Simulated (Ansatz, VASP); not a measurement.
## As in VASP and in Ansatz

```
CELL_PARAMETERS angstrom
1.82594 -5.69340 0.00000
1.82594 5.69340 0.00000
0.00000 0.00000 4.73987
ATOMIC_POSITIONS crystal
As 0.10456 0.89544 0.07354
As 0.89544 0.10456 0.92646
As 0.39544 0.60456 0.57354
As 0.60456 0.39544 0.42646
```

Alike in both runs: task single point; functional PBE; dispersion D3(BJ); k mesh 6 × 6 × 4; occupations gaussian, width 0.1 eV; no spin polarisation.

|  | VASP | Ansatz |
| --- | --- | --- |
| version | VASP 6.6.1 | Ansatz 0.2.0 |
| potentials or method | VASP PAW PBE potentials, release 64 (As), cutoff 500 eV | scalar-relativistic, plane waves, PAW |
| valence electrons in the cell | 20 | 60 |

Ansatz gave:

```
least direct gap on the mesh (eV)                             : 0.01
pressure (GPa)                                                : -0.7
traceless stress, the component that is largest in VASP (GPa) : 0.59
rms of the force components (eV/Å)                            : 0.183
```

Problem. What did VASP give for the same quantities?

Solution. Least direct gap on the mesh (eV): 0.00; pressure (GPa): -0.4; traceless stress, the component that is largest in VASP (GPa): 0.58; rms of the force components (eV/Å): 0.219.

Atom by atom the forces differ by 0.037 eV/Å (rms over components). VASP's potentials hold 20 valence electrons a cell and Ansatz's 60, so a difference there can come from the potentials and not from the codes.
